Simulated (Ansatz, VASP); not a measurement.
## One calculation of Ru, two programs

```
Ru
1.0
     1.89328   -1.89197    0.00000
     1.89328    1.89197    0.00000
     0.00000    0.00000    7.48351
Ru
4
Direct
  0.75003 0.24997 0.12498
  0.74997 0.25003 0.62498
  0.24997 0.75003 0.87502
  0.25003 0.74997 0.37502
```

Alike in both runs: functional PBEsol; k mesh 6 × 6 × 4; occupations gaussian, width 0.1 eV; no spin polarisation.

Ansatz relaxed the structure, and its values are those at the end. VASP's run is a single point on that final structure, the one shown.

```csv
,VASP,Ansatz
version,VASP 6.6.1,Ansatz 0.2.0
potentials or method,"VASP PAW PBE potentials, release 64 (Ru_pv), cutoff 520 eV","scalar-relativistic, plane waves, PAW"
valence electrons in the cell,56,64
```

Ansatz gave:

| Quantity | Value |
| --- | --- |
| gap on the k mesh at the Fermi level (eV) | none |
| pressure (GPa) | 0.1 |

What did VASP give for the same quantities?

gap on the k mesh at the Fermi level (eV): none; pressure (GPa): 0.0.

VASP's potentials were made for PBE, not for PBEsol. A gap of «none» marks a metal or a gap that the smearing closes. The functional is the same, so the differences come from potentials, cutoffs and numerics. VASP's potentials hold 56 valence electrons a cell and Ansatz's 64, so a difference there can come from the potentials and not from the codes.

The k mesh is coarse, so the values compare programs but aren't converged.
